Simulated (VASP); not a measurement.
Input of a VASP 6.6.1 run:

INCAR

```
ALGO = Fast
EDIFF = 1E-6
ENCUT = 520
GGA = PS
ISIF = 2
ISMEAR = 0
LASPH = True
LCHARG = False
LREAL = False
LWAVE = False
NBANDS = 10
NELM = 100
PREC = Accurate
SIGMA = 0.15
```

KPOINTS

```
k-points
0
Gamma
  12 12 12
```

The input POSCAR:

```
Cs
1.0
   -2.9469375000      2.9469375000      3.1736250000
    2.9469375000     -2.9469375000      3.1736250000
    2.9469375000      2.9469375000     -3.1736250000
Cs
1
Direct
    0.0000000000      0.0000000000      0.0000000000
```

Potentials or basis: VASP PAW PBE potentials, release 64 (Cs_sv).

Command:

```bash
$ cat potpaw_PBE.64/Cs_sv/POTCAR > POTCAR
$ mpirun -np 1 vasp_std > vasp.out
```

(1) What does it give for the pressure?

(2) What does it give for the band gap on the k mesh?

## Answers

(1) 0.0 GPa.

(2) zero (an odd number of electrons rules out a gap without spin polarisation).

Caveat: the cell differs from its parent crystal (strain -0.025 along x and y, +0.050 along z); the PAW data sets were made with another functional, which shifts forces and pressure a little; spin-orbit coupling is left out, which moves the levels of the heavy elements.
